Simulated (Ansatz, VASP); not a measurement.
**One calculation of C, two programs**

```
C
1.0
     0.02043    1.77945    1.77945
     1.77945    0.02043    1.77945
     1.77945    1.77945    0.02043
C
2
Direct
  0.99992 0.99992 0.99992
  0.25008 0.25008 0.25008
```

Change from the starting cell: strained cell.

Alike in both runs: task relaxation of the atoms; functional PBE; k mesh 9 × 9 × 9; occupations gaussian, width 0.02 eV; no spin polarisation.

```csv
,VASP,Ansatz
version,VASP 6.6.1,Ansatz 0.2.0
potentials or method,"VASP PAW PBE potentials, release 64 (C), cutoff 520 eV","scalar-relativistic, plane waves, PAW"
valence electrons in the cell,8,8
```

```csv
,VASP,Ansatz,Ansatz less VASP
"gap on the k mesh at the Fermi level, each at its own relaxed structure (eV)",4.18,4.18,+0.009
```

Ansatz's warnings: stress scf threshold loose.
